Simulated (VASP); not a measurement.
A run of VASP 6.6.1 is set up as follows.

INCAR

```
ALGO = Normal
EDIFF = 1E-6
ENCUT = 520
ISIF = 2
ISMEAR = -1
LASPH = True
LCHARG = True
LELF = True
LREAL = False
LVHAR = True
LWAVE = False
NBANDS = 16
NELM = 80
PREC = Accurate
SIGMA = 0.1
```

The input KPOINTS:

```
k-points
0
Gamma
  11 11 11
```

Contents of POSCAR:

```
Ir
1.0
    0.0000000000      2.7385611881      2.7385611881
    2.7385611881      0.0000000000      2.7385611881
    2.7385611881      2.7385611881      0.0000000000
Ir
2
Direct
    0.1250000000      0.1250000000      0.1250000000
    0.8750000000      0.8750000000      0.8750000000
```

Potentials or basis: VASP PAW LDA potentials, release 64 (Ir).

The run is started by

```console
$ cat potpaw_LDA.64/Ir/POTCAR > POTCAR
$ mpirun -np 1 vasp_std > vasp.out
```

Task: Estimate the pressure.

Result: 0.1 GPa.

Task: What does it give for the band gap on the k mesh?

Result: Zero (band 9 reaches 6.64 eV, above the bottom of band 10 at 5.10 eV).

Caveat: spin-orbit coupling is left out, which moves the levels of the heavy elements.
